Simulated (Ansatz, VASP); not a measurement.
One calculation of TaN, two programs

```
CELL_PARAMETERS angstrom
3.04800 0.00000 0.00000
-1.52400 2.63965 0.00000
0.00000 0.00000 4.91800
ATOMIC_POSITIONS crystal
Ta 0.00000 0.00000 0.00000
Ta 0.00000 0.00000 0.50000
N 0.33333 0.66667 0.25000
N 0.66667 0.33333 0.75000
```

Alike in both runs: task electric field gradients; functional PBEsol; k mesh 18 × 18 × 10; occupations fermi-dirac, width 0.05 eV; collinear spin.

```csv
,VASP,Ansatz
version,VASP 6.6.1,Ansatz 0.2.0
potentials or method,"VASP PAW PBE potentials, release 64 (Ta_pv, N)","plane-wave PAW, scalar-relativistic"
plane-wave cutoff (eV),520,420
valence electrons in the cell,32,36
```

Ansatz gave:

```
net moment per atom (μB)                             : 0.00
size of Vzz on the site where it differs most (V/Å²) : 188.0
```

Task: Which values does VASP return?

Result: net moment per atom (μB): 0.00; size of Vzz on the site where it differs most (V/Å²): 175.7.

VASP's potentials were made for PBE, not for PBEsol, and Ansatz warns of the same on its side. The functional is the same, so the differences come from potentials, cutoffs and numerics. VASP's potentials hold 32 valence electrons a cell and Ansatz's 36, so a difference there can come from the potentials and not from the codes. Ansatz's warnings: seeded moment not kept.

Neither program's run includes spin-orbit coupling.
